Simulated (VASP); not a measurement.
Set up this calculation in VASP 6.6.1, as the native input.

- Task: single point
- Functional: PBE
- Potentials or basis: VASP PAW PBE potentials, release 64 (Li_sv, Au)
- Cutoff: 520 eV
- k mesh: 12 × 12 × 16
- Occupations: gaussian, width 0.1 eV
- Spin: no spin polarisation
- Dipole correction: no
- Further INCAR settings: ALGO = Fast; EDIFF = 1e-06; NBANDS = 20

The structure of LiAu2 lies in POSCAR:

```
LiAu2
1.0
    3.8748455025      0.0000000000      0.0000000000
    0.0000000000      3.8748455025      0.0000000000
    0.0000000000      0.0000000000      3.9024084652
Li Au
1 2
Direct
    0.5000000000      0.5000000000      0.0000000000
    0.5000000000      0.0000000000      0.5000000000
    0.0000000000      0.5000000000      0.5000000000
```

The cell was generated, and may not be a known phase.

The input as run:

INCAR

```
ALGO = Fast
EDIFF = 1E-6
ENCUT = 520
GGA = PE
ISIF = 2
ISMEAR = 0
LASPH = T
LCHARG = F
LREAL = F
LWAVE = F
NBANDS = 20
NELM = 60
PREC = Accurate
SIGMA = 0.1
```

KPOINTS

```
k-points
0
Gamma
  12 12 16
```

Potentials or basis: VASP PAW PBE potentials, release 64 (Li_sv, Au).

Run with:

```console
$ cat potpaw_PBE.64/Li_sv/POTCAR potpaw_PBE.64/Au/POTCAR > POTCAR
$ mpirun -np 1 vasp_std > vasp.out
```

It gave:

```json
{
 "Band gap on the k mesh": "zero (an odd number of electrons rules out a gap without spin polarisation)"
}
```

Caveat: spin-orbit coupling is left out, which moves the levels of the heavy elements.

It took 7.5 min on 1 thread of Oxide Virtual Turin-like Processor, on a shared host, peak memory 0.33 GiB.
